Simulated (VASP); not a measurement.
# Si (Immm) in VASP: notebook

The runs below take Si through single point, relaxation of cell and atoms, with PBE.

All numbers are computed with VASP 6.6.1; they aren't measurements. Logs are shortened: lines on timing, memory, paths and dates and some standing lists are left out, and cuts for length are marked.

### 1 The cell of the first run

The structure is orthorhombic, space group Immm (No. 71). Conventional cell: a = 3.098 Å, b = 3.171 Å, c = 4.599 Å, α = 90.00°, β = 90.00°, γ = 90.00°. Within 4.1 Å of Si (site symmetry mmm) lie 12 Si at 3.10 to 3.19 Å.

The cell was built from a structure type or drawn by symmetry, and may not be a known phase.

### 2 Single point, PBE

File INCAR:

```
SYSTEM = Si
PREC = Accurate
ENCUT = 500
EDIFF = 1E-6
ISMEAR = 0
SIGMA = 0.1
LREAL = .FALSE.
LASPH = .TRUE.
NELM = 120
ALGO = Normal
ISIF = 2
LWAVE = .FALSE.
LCHARG = .TRUE.
GGA = PE
LELF = .TRUE.
LVHAR = .TRUE.
NBANDS = 8
GGA_COMPAT = .FALSE.
```

File KPOINTS:

```
Automatic mesh
0
G
  8 8 8
  0 0 0
```

File POSCAR:

```
Si
1.0
   -1.5492390000      1.5855626300      2.2993836400
    1.5492390000     -1.5855626300      2.2993836400
    1.5492390000      1.5855626300     -2.2993836400
Si
1
Direct
    0.5000000000      0.5000000000      0.0000000000
```

Potentials or basis: VASP PAW PBE potentials, release 64 (Si).

On the command line:

```bash
$ cat potpaw_PBE.64/Si/POTCAR > POTCAR
$ mpirun -np 1 vasp_std > vasp.out
```

OUTCAR:

```text
SYSTEM = Si
   PREC = Accurate
   ENCUT = 500
   EDIFF = 1E-6
   ISMEAR = 0
   LREAL = .FALSE.
   LASPH = .TRUE.
   NELM = 120
   ISIF = 2
   GGA = PE

 ion  position               nearest neighbor table
   1  0.500  0.500  0.000-

  LATTYP: Found a body centered orthorhombic cell.
 ALAT       =     3.0984780000
 B/A-ratio  =     1.0234461113
 C/A-ratio  =     1.4842020114

  Lattice vectors:

 A1 = (  -1.5492390000,   1.5855626300,   2.2993836400)
 A2 = (   1.5492390000,  -1.5855626300,   2.2993836400)
 A3 = (   1.5492390000,   1.5855626300,  -2.2993836400)

Analysis of symmetry for initial positions (statically):
=====================================================================
 Subroutine PRICEL returns:
 Original cell was already a primitive cell.

 Routine SETGRP: Setting up the symmetry group for a
 body centered orthorhombic supercell.

 Subroutine GETGRP returns: Found  8 space group operations
 (whereof  8 operations were pure point group operations)
 out of a pool of  8 trial point group operations.

The static configuration has the point symmetry D_2h.

Analysis of symmetry for dynamics (positions and initial velocities):
=====================================================================
 Subroutine PRICEL returns:
 Original cell was already a primitive cell.

 Routine SETGRP: Setting up the symmetry group for a
 body centered orthorhombic supercell.

 Subroutine GETGRP returns: Found  8 space group operations
 (whereof  8 operations were pure point group operations)
 out of a pool of  8 trial point group operations.

The dynamic configuration has the point symmetry D_2h.

 Subroutine INISYM returns: Found  8 space group operations
 (whereof  8 operations are pure point group operations),
 and found     1 'primitive' translations

----------------------------------------------------------------------------------------

                                     Primitive cell

  volume of cell :      22.5930

  direct lattice vectors                    reciprocal lattice vectors
    -1.549239000  1.585562630  2.299383640     0.000000000  0.315345475  0.217449577
     1.549239000 -1.585562630  2.299383640     0.322739100  0.000000000  0.217449577
     1.549239000  1.585562630 -2.299383640     0.322739100  0.315345475  0.000000000

  length of vectors
     3.193949821  3.193949821  3.193949821     0.383049719  0.389159151  0.451224218

  position of ions in fractional coordinates (direct lattice)
     0.500000000  0.500000000  0.000000000

  ion indices of the primitive-cell ions
   primitive index   ion index
                 1           1

----------------------------------------------------------------------------------------

 KPOINTS: Automatic mesh

Automatic generation of k-mesh.
 Grid dimensions read from file:
 generate k-points for:    8    8    8

 Generating k-lattice:

  Cartesian coordinates                     Fractional coordinates (reciprocal lattice)
     0.000000000  0.039418184  0.027181197     0.125000000  0.000000000 -0.000000000
     0.040342387  0.000000000  0.027181197     0.000000000  0.125000000 -0.000000000
     0.040342387  0.039418184  0.000000000     0.000000000  0.000000000  0.125000000

  Length of vectors
     0.047881215  0.048644894  0.056403027

  Shift w.r.t. Gamma in fractional coordinates (k-lattice)
     0.000000000  0.000000000  0.000000000

 Subroutine IBZKPT returns following result:
 ===========================================

 Found     95 irreducible k-points:

 Following reciprocal coordinates:
            Coordinates               Weight
  0.000000  0.000000  0.000000      1.000000
  0.125000  0.000000 -0.000000      4.000000
  0.250000  0.000000 -0.000000      4.000000
  0.375000 -0.000000  0.000000      4.000000
  0.500000  0.000000 -0.000000      2.000000
  0.000000  0.125000 -0.000000      4.000000
[... 16 lines left out ...]
  0.125000  0.375000  0.000000      8.000000
  0.250000  0.375000  0.000000      8.000000
 [... further k-points ...]
   k-points           NKPTS =     95   k-points in BZ     NKDIM =     95   number of bands    NBANDS=      8
   number of dos      NEDOS =    301   number of ions     NIONS =      1
   total plane-waves  NPLWV =  13824
   dimension x,y,z NGX =    24 NGY =   24 NGZ =   24
   dimension x,y,z NGXF=    48 NGYF=   48 NGZF=   48
   ions per type =               1
   NGX,Y,Z   is equivalent  to a cutoff of  12.49, 12.49, 12.49 a.u.
   NGXF,Y,Z  is equivalent  to a cutoff of  24.98, 24.98, 24.98 a.u.
 SYSTEM =  Si
   PREC   = accura    normal or accurate (medium, high low for compatibility)
   ISTART =      0    job   : 0-new  1-cont  2-samecut
   ICHARG =      2    charge: 1-file 2-atom 10-const
   ISPIN  =      1    spin polarized calculation?
   LNONCOLLINEAR =      F non collinear calculations
   LSORBIT =      F    spin-orbit coupling
   LASPH  =      T    aspherical Exc in radial PAW
   ENCUT  =  500.0 eV  36.75 Ry    6.06 a.u.   5.82  5.82  5.82*2*pi/ulx,y,z
   NELM   =    120;   NELMIN=  2; NELMDL= -5     # of ELM steps
   EDIFF  = 0.1E-05   stopping-criterion for ELM
   LREAL  =      F    real-space projection
   EDIFFG = 0.1E-04   stopping-criterion for IOM
   NSW    =      0    number of steps for IOM
   IBRION =     -1    ionic relax: 0-MD 1-quasi-New 2-CG
   NFREE  =      0    steps in history (QN), initial steepest desc. (CG)
   ISIF   =      2    stress and relaxation
   ISYM   =      2    0-nonsym 1-usesym 2-fastsym
   POTIM  = 0.5000    time-step for ionic-motion
   TEBEG  =    0.0;   TEEND  =   0.0 temperature during run
   PSTRESS=    0.0 pullay stress
   NELECT =       4.0000    total number of electrons
   NUPDOWN=      -1.0000    fix difference up-down
   EMIN   =  10.00;   EMAX   =-10.00  energy-range for DOS
   EFERMI =   0.00;   METHOD = LEGACY
   ISMEAR =     0;   SIGMA  =   0.10  broadening in eV -4-tet -1-fermi 0-gaus
   EFERMI_NEDOS =   21; number of points for ismear=-14 and -15
   IALGO  =     38    algorithm
   IMIX   =      4    mixing-type and parameters
     AMIX     =   0.40;   BMIX     =  1.00
     AMIX_MAG =   1.60;   BMIX_MAG =  1.00
  volume/ion in A,a.u.               =      22.59       152.46
  Fermi-wavevector in a.u.,A,eV,Ry     =   0.919257  1.737144 11.497385  0.845034
  Thomas-Fermi vector in A             =   2.044431
   LORBIT       =      0    0 simple, 1 ext, 2 COOP (PROOUT), +10 PAW based schemes
   GGA     = PE    functional components
   LHFCALC =     F    Hartree Fock is set to
   AEXX    =    0.0000 exact exchange contribution
   IVDW    =     0    specifies the selected vdW correction
   LEPSILON=     F    determine dielectric tensor
   LRPA    =     F    only Hartree local field effects (RPA)
 non-spin polarized calculation
 Gauss-broadening in eV      SIGMA  =   0.10
  energy-cutoff  :      500.00
  volume of cell :       22.59
 maximum number of plane-waves:       592
   NGX = 11   NGY = 11   NGZ = 11

 number of electron       4.0000000 magnetization

 Free energy of the ion-electron system (eV)
  ---------------------------------------------------
  ext. energy  EPLUGINS =         0.00000000
  ---------------------------------------------------
  free energy    TOTEN  =        -4.36057744 eV

  energy without entropy =       -4.35839960  energy(sigma->0) =       -4.35948852

 E-fermi :   5.2488     XC(G=0):  -9.4636

 val. band max:        5.2087538719   @ k =   0.2500   0.2500  -0.0000
 cond. band min:       5.3454855167   @ k =   0.1250   0.2500   0.0000
 fundamental gap:      0.1367316449
 Fermi energy:         5.2488082814

 k-point     1 :       0.0000    0.0000    0.0000
  band No.  band energies     occupation
      1      -5.7372      2.00000
      2      11.6987      0.00000
      3      11.8808      0.00000
      4      12.1410      0.00000
      5      15.3323      0.00000
      6      15.4433      0.00000
      7      16.0053      0.00000
      8      19.7659      0.00000

 k-point     2 :       0.1250    0.0000   -0.0000
  band No.  band energies     occupation
      1      -5.4162      2.00000
      2       9.4678      0.00000
      3      11.3868      0.00000
      4      11.8073      0.00000
      5      15.4859      0.00000
      6      15.9812      0.00000
      7      16.6368      0.00000
      8      18.9657      0.00000

 k-point     3 :       0.2500    0.0000   -0.0000
  band No.  band energies     occupation
      1      -4.4648      2.00000
      2       5.9064      0.00000
      3      10.7281      0.00000
      4      11.2917      0.00000
      5      14.9996      0.00000
      6      15.8722      0.00000
      7      16.7820      0.00000
      8      19.6506      0.00000

 k-point     4 :       0.3750   -0.0000    0.0000
  band No.  band energies     occupation
      1      -2.9496      2.00000
      2       2.6716      2.00000
      3      10.3135      0.00000
      4      10.9794      0.00000
      5      14.4148      0.00000
      6      15.2214      0.00000
      7      15.8342      0.00000
      8      19.4215      0.00000

 k-point     5 :       0.5000    0.0000   -0.0000
  band No.  band energies     occupation
      1      -1.6038      2.00000
      2       0.7379      2.00000
      3      10.1832      0.00000
      4      10.8884      0.00000
      5      14.1145      0.00000
      6      15.0592      0.00000
      7      15.4227      0.00000
      8      18.9293      0.00000
[... 177 lines left out ...]
 k-point    22 :      -0.0000    0.3750    0.0000
  band No.  band energies     occupation
      1      -2.8303      2.00000
      2       2.8565      2.00000
      3      10.2479      0.00000
      4      10.6011      0.00000
      5      14.3897      0.00000
      6      15.1201      0.00000
      7      15.3692      0.00000
      8      19.1900      0.00000

 k-point    23 :       0.1250    0.3750    0.0000
  band No.  band energies     occupation
      1      -1.9807      2.00000
      2       2.2347      2.00000
      3       8.1620      0.00000
      4       9.9965      0.00000
      5      13.8978      0.00000
      6      15.6329      0.00000
      7      16.2504      0.00000
      8      21.1816      0.00000

 k-point    24 :       0.2500    0.3750    0.0000
  band No.  band energies     occupation
      1      -0.6630      2.00000
      2       2.3085      2.00000
      3       5.1959      1.54575
      4       8.8158      0.00000
      5      12.2016      0.00000
      6      18.0158      0.00000
      7      18.5774      0.00000
      8      20.1904      0.00000

 [... further k-points ...]

------------------------ aborting loop because EDIFF is reached ----------------------------------------

  FORCE on cell =-STRESS in cart. coord.  units (eV):
  Direction    XX          YY          ZZ          XY          YZ          ZX
  --------------------------------------------------------------------------------------
  -------------------------------------------------------------------------------------
  Total       -2.1607787     -1.9033464     -2.1398955      0.0000000      0.0000000      0.0000000
  in kB     -153.2313478   -134.9755696   -151.7504176      0.0000000      0.0000000      0.0000000
  external PRESSURE =    -146.6524450 kB  Pullay stress =       0.0000000 kB

 VOLUME and BASIS-vectors are now :
 -----------------------------------------------------------------------------
  energy-cutoff  :      500.00
  volume of cell :       22.59
      direct lattice vectors                 reciprocal lattice vectors
    -1.549239000  1.585562630  2.299383640     0.000000000  0.315345475  0.217449577
     1.549239000 -1.585562630  2.299383640     0.322739100  0.000000000  0.217449577
     1.549239000  1.585562630 -2.299383640     0.322739100  0.315345475  0.000000000

 POSITION                                       TOTAL-FORCE (eV/Angst)
 -----------------------------------------------------------------------------------
      0.00000      0.00000      2.29938         0.000000     -0.000000      0.000000
 -----------------------------------------------------------------------------------
    total drift:                               -0.000000     -0.000000      0.000000

  FREE ENERGIE OF THE ION-ELECTRON SYSTEM (eV)
  ---------------------------------------------------
  free  energy   TOTEN  =        -4.3605774409 eV

  energy  without entropy=       -4.3583995974  energy(sigma->0) =       -4.35948852
```

Wall time 14 s (1 thread of AMD EPYC 7R43 (Zen 3), shared host); peak memory 0.1 GiB.

Results:

| Property | Result |
| --- | --- |
| Free energy | -4.3606 eV |
| Pressure | -14.7 GPa |
| Band gap on the k mesh | zero (bands 2 and 3 overlap by 8.26 eV) |

Levels at points of the mesh, in eV from the Fermi level:
| k point | band 1 | band 2 | band 3 | band 4 | band 5 |
| --- | --- | --- | --- | --- | --- |
| (0.00, 0.00, 0.00) | -10.99 | 6.45 | 6.63 | 6.89 | 10.08 |
| (0.50, 0.00, 0.00) | -6.85 | -4.51 | 4.93 | 5.64 | 8.87 |
| (0.00, 0.50, 0.00) | -6.61 | -4.46 | 4.84 | 5.29 | 8.94 |
| (0.50, 0.50, 0.00) | -4.67 | -3.37 | 1.79 | 2.08 | 4.86 |
| (0.50, 0.50, 0.50) | -5.22 | -3.68 | 2.11 | 2.68 | 5.02 |

Caveat: the cell stands under tension.

### 3 Relaxation of cell and atoms, PBE

File INCAR:

```
PREC = Accurate
ENCUT = 500
EDIFF = 1E-7
ISMEAR = 0
SIGMA = 0.1
LREAL = F
LASPH = T
NELM = 120
ALGO = Normal
ISIF = 3
LWAVE = F
LCHARG = F
GGA = PE
IBRION = 2
NSW = 90
EDIFFG = -0.04
GGA_COMPAT = F
NELMIN = 4
```

File KPOINTS:

```
Automatic mesh
0
Gamma
  8 8 8
```

POSCAR is that of step 2.

Potentials or basis: VASP PAW PBE potentials, release 64 (Si).

On the command line:

```bash
$ cat potpaw_PBE.64/Si/POTCAR > POTCAR
$ mpirun -np 1 vasp_std > vasp.out
```

Wall time 2.1 min (1 thread of AMD EPYC 7R43 (Zen 3), shared host); peak memory 0.11 GiB.

It converged, with:

- Free energy: -4.9880 eV
- Relaxed volume: 14.63 Å³/atom
- Relaxed cell: a = 2.704 Å, b = 2.704 Å, c = 2.704 Å, α = 122.28°, β = 103.77°, γ = 103.17°
- Space group after relaxing (to 0.1 Å): I4/mmm (No. 139)
- Energy gained by relaxing: 627.5 meV/atom
- Ionic steps: 25
- Pressure after relaxing: -0.2 GPa
- Band gap on the k mesh: zero (bands 2 and 3 overlap by 11.39 eV)

Stress tensor (GPa, compression positive):
```
-0.30  0.00  0.00
 0.00  0.15  0.00
 0.00  0.00 -0.34
```

The path:
```tsv
step	energy change (eV)	largest force (eV/Å)	pressure (GPa)	volume (Å³)
1	0.0000	0.0000	-14.67	22.59
2	-0.4580	0.0000	-8.04	16.48
3	-0.5159	0.0000	2.49	14.07
4	-0.5183	0.0000	-0.27	14.52
5	-0.5184	0.0000	0.54	14.38
6	-0.5220	0.0000	1.71	14.27
7	-0.5248	0.0000	1.32	14.32
8	-0.5323	0.0000	0.17	14.51
9	-0.5238	0.0000	-1.82	15.07
10	-0.5294	0.0000	-1.63	15.11
11	-0.5599	0.0000	-2.49	15.21
12	-0.6046	0.0000	-4.46	15.37
13	-0.6085	0.0000	-4.57	15.41
14	-0.6132	0.0000	-3.86	15.25
15	-0.6135	0.0000	-4.02	15.28
16	-0.6191	0.0000	-3.01	15.09
17	-0.6250	0.0000	-0.89	14.73
18	-0.6189	0.0000	4.11	14.01
19	-0.6263	0.0000	0.19	14.56
20	-0.6265	0.0000	0.90	14.45
21	-0.6265	0.0000	0.72	14.48
22	-0.6272	0.0000	0.64	14.50
23	-0.6272	0.0000	0.62	14.51
24	-0.6274	0.0000	0.31	14.55
25	-0.6275	0.0000	-0.16	14.63
```

Final structure:
```cif
data_structure
_symmetry_space_group_name_H-M 'P 1'
_symmetry_Int_Tables_number 1
_cell_length_a 2.7035
_cell_length_b 2.7035
_cell_length_c 2.7035
_cell_angle_alpha 122.277
_cell_angle_beta 103.772
_cell_angle_gamma 103.175
_cell_volume 14.63
loop_
_atom_site_label
_atom_site_type_symbol
_atom_site_fract_x
_atom_site_fract_y
_atom_site_fract_z
_atom_site_occupancy
Si1 Si 0.50000 0.50000 0.00000 1
```

Levels at points of the mesh, in eV from the Fermi level:
| k point | band 1 | band 2 | band 3 | band 4 | band 5 | band 6 |
| --- | --- | --- | --- | --- | --- | --- |
| (0.00, 0.00, 0.00) | -14.45 | 8.86 | 9.07 | 9.10 | 12.04 | 13.71 |
| (0.50, 0.00, 0.00) | -8.78 | -7.31 | 9.37 | 11.39 | 11.63 | 12.15 |
| (0.00, 0.50, 0.00) | -6.25 | -5.89 | 4.47 | 6.03 | 6.09 | 8.87 |
| (0.50, 0.50, 0.00) | -6.22 | -5.84 | 4.38 | 5.90 | 5.98 | 8.76 |
| (0.50, 0.50, 0.50) | -2.80 | -2.65 | -2.35 | 1.09 | 4.98 | 7.23 |

Caveat: the volume moved by over 15 % at a fixed basis, so the end points are rough.
